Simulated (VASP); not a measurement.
Input of a VASP 6.6.1 run:

INCAR

```
SYSTEM = WS2
PREC = Accurate
ENCUT = 520
EDIFF = 1E-6
ISMEAR = 0
SIGMA = 0.01
LREAL = .FALSE.
LASPH = .TRUE.
NELM = 60
ALGO = Normal
ISIF = 2
LWAVE = .FALSE.
LCHARG = .FALSE.
LDIPOL = .TRUE.
IDIPOL = 3
DIPOL = 0.5 0.5 0.500
GGA = PE
IBRION = 2
NSW = 80
EDIFFG = -0.003
```

File KPOINTS:

```
regular mesh
0
G
  12 12 1
  0 0 0
```

File POSCAR:

```
WS2
1.0
    3.1530000000      0.0000000000      0.0000000000
   -1.5765000000      2.7305780981      0.0000000000
    0.0000000000      0.0000000000     20.0000000000
W S
1 2
Direct
    0.3333333333      0.6666666667      0.5000000000
    0.6666666667      0.3333333333      0.5785000000
    0.6666666667      0.3333333333      0.4215000000
```

Potentials or basis: VASP PAW PBE potentials, release 64 (W_sv, S).

Run with:

```bash
$ cat potpaw_PBE.64/W_sv/POTCAR potpaw_PBE.64/S/POTCAR > POTCAR
$ mpirun -np 1 vasp_std > vasp.out
```

(1) Predict the energy gained by relaxing.

(2) Estimate the band gap on the k mesh.

Results:

(1) 1.2 meV/atom.

(2) 1.96 eV (least direct gap 1.97 eV).

Caveat: spin-orbit coupling is left out, which moves the levels of the heavy elements.
